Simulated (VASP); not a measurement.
# MoS (Pm-3m) in VASP: a series of runs

MoS is run at these levels: PBE+U; tasks: single point.

All numbers are computed with VASP 6.6.1; they aren't measurements. Logs are shortened: lines on timing, memory, paths and dates and some standing lists are left out, and cuts for length are marked.

## Step 1: The cell of the first run

It takes space group Pm-3m (No. 221, cubic). The conventional cell has a = 3.072 Å, b = 3.072 Å, c = 3.072 Å, α = 90.00°, β = 90.00°, γ = 90.00°. Within 3.5 Å of Mo (site symmetry m-3m) lie 8 S at 2.66 Å and 6 Mo at 3.07 Å. S (site symmetry m-3m) has 8 Mo at 2.66 Å and 6 S at 3.07 Å within 3.5 Å.

## Step 2: Single point, PBE+U

Input file INCAR:

```
PREC = Accurate ; ENCUT = 520
EDIFF = 1E-7 ; ISMEAR = 0
SIGMA = 0.1 ; LREAL = False
LASPH = True ; NELM = 150
ALGO = Normal ; ISIF = 2
LWAVE = False ; LCHARG = False
LMAXMIX = 4 ; LDAU = True
LDAUTYPE = 2 ; LDAUL = 2 -1
LDAUU = 4.38 0 ; LDAUJ = 0 0
LDAUPRINT = 1 ; GGA = PE
NBANDS = 17
```

Input file KPOINTS:

```
regular mesh
0
Gamma
  14 14 14
```

Input file POSCAR:

```
MoS
1.0
    3.0720312719      0.0000000000      0.0000000000
    0.0000000000      3.0720312719      0.0000000000
    0.0000000000      0.0000000000      3.0720312719
Mo S
1 1
Direct
    0.0000000000      0.0000000000      0.0000000000
    0.5000000000      0.5000000000      0.5000000000
```

Potentials or basis: VASP PAW PBE potentials, release 64 (Mo_sv, S).

Command:

```
> cat potpaw_PBE.64/Mo_sv/POTCAR potpaw_PBE.64/S/POTCAR > POTCAR
> mpirun -np 1 vasp_std > vasp.out
```

OUTCAR:

```text
PREC = Accurate
   ENCUT = 520
   EDIFF = 1E-7
   ISMEAR = 0
   LREAL = False
   LASPH = True
   NELM = 150
   ISIF = 2
   GGA = PE

 ion  position               nearest neighbor table
   1  0.000  0.000  0.000-   2 2.66   2 2.66   2 2.66   2 2.66   2 2.66   2 2.66   2 2.66   2 2.66

   2  0.500  0.500  0.500-   1 2.66   1 2.66   1 2.66   1 2.66   1 2.66   1 2.66   1 2.66   1 2.66

  LATTYP: Found a simple cubic cell.
 ALAT       =     3.0720312719

  Lattice vectors:

 A1 = (   3.0720312719,   0.0000000000,   0.0000000000)
 A2 = (   0.0000000000,   3.0720312719,   0.0000000000)
 A3 = (   0.0000000000,   0.0000000000,   3.0720312719)

Analysis of symmetry for initial positions (statically):
=====================================================================
 Subroutine PRICEL returns:
 Original cell was already a primitive cell.

 Routine SETGRP: Setting up the symmetry group for a
 simple cubic supercell.

 Subroutine GETGRP returns: Found 48 space group operations
 (whereof 48 operations were pure point group operations)
 out of a pool of 48 trial point group operations.

The static configuration has the point symmetry O_h .

Analysis of symmetry for dynamics (positions and initial velocities):
=====================================================================
 Subroutine PRICEL returns:
 Original cell was already a primitive cell.

 Routine SETGRP: Setting up the symmetry group for a
 simple cubic supercell.

 Subroutine GETGRP returns: Found 48 space group operations
 (whereof 48 operations were pure point group operations)
 out of a pool of 48 trial point group operations.

The dynamic configuration has the point symmetry O_h .

 Subroutine INISYM returns: Found 48 space group operations
 (whereof 48 operations are pure point group operations),
 and found     1 'primitive' translations

----------------------------------------------------------------------------------------

                                     Primitive cell

  volume of cell :      28.9919

  direct lattice vectors                    reciprocal lattice vectors
[... 140 lines left out ...]
  0.0000  0.0000  0.0000 -0.0000  0.4872

spin component  2

  0.3248 -0.0000 -0.0000 -0.0000  0.0000
 -0.0000  0.3248 -0.0000 -0.0000  0.0000
 -0.0000 -0.0000  0.4872 -0.0000  0.0000
 -0.0000 -0.0000 -0.0000  0.3248 -0.0000
  0.0000  0.0000  0.0000 -0.0000  0.4872

 occupancies and eigenvectors

  o =  0.3248  v =  0.0000 -0.9996  0.0000 -0.0270  0.0000  0.0000  0.0000  0.0000  0.0000  0.0000      0.0000  0.0000  0.0000  0.0000  0.0000  0.0000  0.0000  0.0000  0.0000  0.0000
  o =  0.3248  v =  0.0000  0.0000  0.0000  0.0000  0.0000  0.0000 -0.9996  0.0000 -0.0270  0.0000      0.0000  0.0000  0.0000  0.0000  0.0000  0.0000  0.0000  0.0000  0.0000  0.0000
  o =  0.3248  v =  0.0000 -0.0270 -0.0000  0.9996  0.0000  0.0000  0.0000  0.0000  0.0000  0.0000      0.0000  0.0000  0.0000  0.0000  0.0000  0.0000  0.0000  0.0000  0.0000  0.0000
  o =  0.3248  v =  0.0000  0.0000  0.0000  0.0000  0.0000  0.0000 -0.0270 -0.0000  0.9996  0.0000      0.0000  0.0000  0.0000  0.0000  0.0000  0.0000  0.0000  0.0000  0.0000  0.0000
  o =  0.3248  v =  1.0000  0.0000  0.0000  0.0000  0.0000  0.0000  0.0000  0.0000  0.0000  0.0000      0.0000  0.0000  0.0000  0.0000  0.0000  0.0000  0.0000  0.0000  0.0000  0.0000
  o =  0.3248  v =  0.0000  0.0000  0.0000  0.0000  0.0000  1.0000  0.0000  0.0000  0.0000  0.0000      0.0000  0.0000  0.0000  0.0000  0.0000  0.0000  0.0000  0.0000  0.0000  0.0000
  o =  0.4872  v =  0.0000  0.0000  0.0000  0.0000  0.0000  0.0000  0.0000 -0.0880 -0.0000  0.9961      0.0000  0.0000  0.0000  0.0000  0.0000  0.0000  0.0000  0.0000  0.0000  0.0000
  o =  0.4872  v =  0.0000  0.0000 -0.0880 -0.0000  0.9961  0.0000  0.0000  0.0000  0.0000  0.0000      0.0000  0.0000  0.0000  0.0000  0.0000  0.0000  0.0000  0.0000  0.0000  0.0000
  o =  0.4872  v =  0.0000  0.0000  0.0000  0.0000  0.0000  0.0000  0.0000  0.9961  0.0000  0.0880      0.0000  0.0000  0.0000  0.0000  0.0000  0.0000  0.0000  0.0000  0.0000  0.0000
  o =  0.4872  v =  0.0000  0.0000  0.9961  0.0000  0.0880  0.0000  0.0000  0.0000  0.0000  0.0000      0.0000  0.0000  0.0000  0.0000  0.0000  0.0000  0.0000  0.0000  0.0000  0.0000

 number of electron      19.9999993 magnetization

 Free energy of the ion-electron system (eV)
  ---------------------------------------------------
  ext. energy  EPLUGINS =         0.00000000
  ---------------------------------------------------
  free energy    TOTEN  =       -10.10793863 eV

  energy without entropy =      -10.09864064  energy(sigma->0) =      -10.10328964

 E-fermi :  12.2865     XC(G=0): -12.7152

 val. band max:       12.2814630669   @ k =   0.5000   0.4286   0.2143
 cond. band min:      12.2906684564   @ k =   0.2857   0.2143   0.0000
 fundamental gap:      0.0092053894
 Fermi energy:        12.2865381932

 k-point     1 :       0.0000    0.0000    0.0000
  band No.  band energies     occupation
      1     -49.6059      2.00000
      2     -23.5308      2.00000
      3     -23.5308      2.00000
      4     -23.5308      2.00000
      5      -4.2341      2.00000
      6       8.1383      2.00000
[... 457 lines left out ...]
      4     -23.4917      2.00000
      5      -2.6098      2.00000
      6       4.6797      2.00000
[... 9 lines left out ...]
     16      21.3946      0.00000
     17      22.7346      0.00000

 [... further k-points ...]

------------------------ aborting loop because EDIFF is reached ----------------------------------------

  FORCE on cell =-STRESS in cart. coord.  units (eV):
  Direction    XX          YY          ZZ          XY          YZ          ZX
  --------------------------------------------------------------------------------------
  -------------------------------------------------------------------------------------
  Total       -1.2898110     -1.2898110     -1.2898110     -0.0000000     -0.0000000      0.0000000
  in kB      -71.2786983    -71.2786983    -71.2786983     -0.0000000     -0.0000000      0.0000000
  external PRESSURE =     -71.2786983 kB  Pullay stress =       0.0000000 kB

 VOLUME and BASIS-vectors are now :
 -----------------------------------------------------------------------------
  energy-cutoff  :      520.00
  volume of cell :       28.99
      direct lattice vectors                 reciprocal lattice vectors
     3.072031272  0.000000000  0.000000000     0.325517520  0.000000000  0.000000000
     0.000000000  3.072031272  0.000000000     0.000000000  0.325517520  0.000000000
     0.000000000  0.000000000  3.072031272     0.000000000  0.000000000  0.325517520

 POSITION                                       TOTAL-FORCE (eV/Angst)
 -----------------------------------------------------------------------------------
      0.00000      0.00000      0.00000         0.000000      0.000000      0.000000
      1.53602      1.53602      1.53602         0.000000      0.000000      0.000000
 -----------------------------------------------------------------------------------
    total drift:                               -0.000000      0.000000      0.000000

  FREE ENERGIE OF THE ION-ELECTRON SYSTEM (eV)
  ---------------------------------------------------
  free  energy   TOTEN  =       -10.1079386343 eV

  energy  without entropy=      -10.0986406395  energy(sigma->0) =      -10.10328964
```

OSZICAR:

```text
N       E                     dE             d eps       ncg     rms          rms(c)
DAV:   1     0.136576252049E+03    0.13658E+03   -0.10857E+04  4080   0.116E+03
DAV:   2    -0.768816926805E+01   -0.14426E+03   -0.14100E+03  5145   0.313E+02
DAV:   3    -0.109330962943E+02   -0.32449E+01   -0.32132E+01  4620   0.439E+01
DAV:   4    -0.109504677230E+02   -0.17371E-01   -0.17363E-01  5006   0.361E+00
DAV:   5    -0.109505916083E+02   -0.12389E-03   -0.12388E-03  4656   0.303E-01    0.161E+01
DAV:   6    -0.101045181334E+02    0.84607E+00   -0.33137E+00  4223   0.140E+01    0.664E+00
DAV:   7    -0.100899616266E+02    0.14557E-01   -0.11987E-01  4230   0.270E+00    0.372E+00
DAV:   8    -0.100996355018E+02   -0.96739E-02   -0.70315E-02  4396   0.139E+00    0.388E-01
DAV:   9    -0.101023881055E+02   -0.27526E-02   -0.28359E-03  4639   0.332E-01    0.279E-01
DAV:  10    -0.101068457584E+02   -0.44577E-02   -0.99735E-03  4210   0.399E-01    0.121E-01
DAV:  11    -0.101078269819E+02   -0.98122E-03   -0.34680E-03  4355   0.191E-01    0.557E-02
DAV:  12    -0.101079377321E+02   -0.11075E-03   -0.60055E-04  4342   0.877E-02    0.211E-02
DAV:  13    -0.101079386108E+02   -0.87872E-06   -0.45744E-06  4363   0.137E-02    0.438E-03
DAV:  14    -0.101079386343E+02   -0.23546E-07   -0.38858E-07  3819   0.365E-03
   1 F= -.10107939E+02 E0= -.10103290E+02  d E =-.929799E-02
```

Run time: 23 s. Hardware: 1 thread of AMD EPYC 9R45 (Zen 5), shared host; peak memory 0.15 GiB.

What came out:

* Free energy: -10.1079 eV
* Pressure: -7.1 GPa
* Band gap on the k mesh: zero (bands 10 and 11 overlap by 2.97 eV)

Eigenvalues of the final occupation matrices:
```tsv
site	spin	trace	eigenvalues
site 1 d	1	1.95	0.32 0.32 0.32 0.49 0.49
site 1 d	2	1.95	0.32 0.32 0.32 0.49 0.49
```

Caveat: the cell stands under tension; U without spin polarisation on a metal has little footing.

## Step 3: Single point, PBE+U

This run uses another cell than the first one, of 15.10 Å³/atom.

Input file INCAR:

```
  PREC = Accurate
  ENCUT = 520
  EDIFF = 1E-6
  ISMEAR = 0
  SIGMA = 0.1
  LREAL = F
  LASPH = T
  NELM = 150
  ALGO = Normal
  ISIF = 2
  LWAVE = F
  LCHARG = F
  LMAXMIX = 4
  LDAU = T
  LDAUTYPE = 2
  LDAUL = 2 -1
  LDAUU = 4.38 0
  LDAUJ = 0 0
  LDAUPRINT = 1
  GGA = PE
  NBANDS = 17
```

KPOINTS is that of step 2.

Input file POSCAR:

```
MoS
1.0
    3.1141191221      0.0000000000      0.0000000000
    0.0000000000      3.1141191221      0.0000000000
    0.0000000000      0.0000000000      3.1141191221
Mo S
1 1
Direct
    0.0000000000      0.0000000000      0.0000000000
    0.5000000000      0.5000000000      0.5000000000
```

Potentials or basis: VASP PAW PBE potentials, release 64 (Mo_sv, S).

Command:

```
> cat potpaw_PBE.64/Mo_sv/POTCAR potpaw_PBE.64/S/POTCAR > POTCAR
> mpirun -np 1 vasp_std > vasp.out
```

It took 22 s on 1 thread of AMD EPYC 9R45 (Zen 5), shared host; peak memory 0.15 GiB.

Results (log left out):

| Property | Result |
| --- | --- |
| Free energy | -10.0318 eV |
| Pressure | -13.0 GPa |
| Band gap on the k mesh | zero (bands 10 and 11 overlap by 2.65 eV) |

Levels at points of the mesh, in eV from the Fermi level:
```tsv
k point	band 6	band 7	band 8	band 9	band 10	band 11	band 12	band 13	band 14	band 15
(0.00, 0.00, 0.00)	-3.96	-3.96	-2.55	-2.55	-2.55	0.88	0.88	0.88	2.79	8.74
(0.50, 0.00, 0.00)	-8.76	-3.89	-3.89	-3.02	1.30	1.35	3.53	3.53	4.94	5.41
(0.50, 0.50, 0.00)	-6.32	-6.32	-3.50	-1.38	-0.78	-0.78	0.25	1.76	4.61	10.29
(0.50, 0.50, 0.50)	-7.50	-7.50	-7.50	1.87	1.87	2.77	2.77	2.77	4.20	4.20
```

Eigenvalues of the final occupation matrices:
| site | spin | trace | eigenvalues |
| --- | --- | --- | --- |
| site 1 d | 1 | 1.92 | 0.31 0.31 0.31 0.49 0.49 |
| site 1 d | 2 | 1.92 | 0.31 0.31 0.31 0.49 0.49 |

Caveat: the cell stands under tension; U without spin polarisation on a metal has little footing.
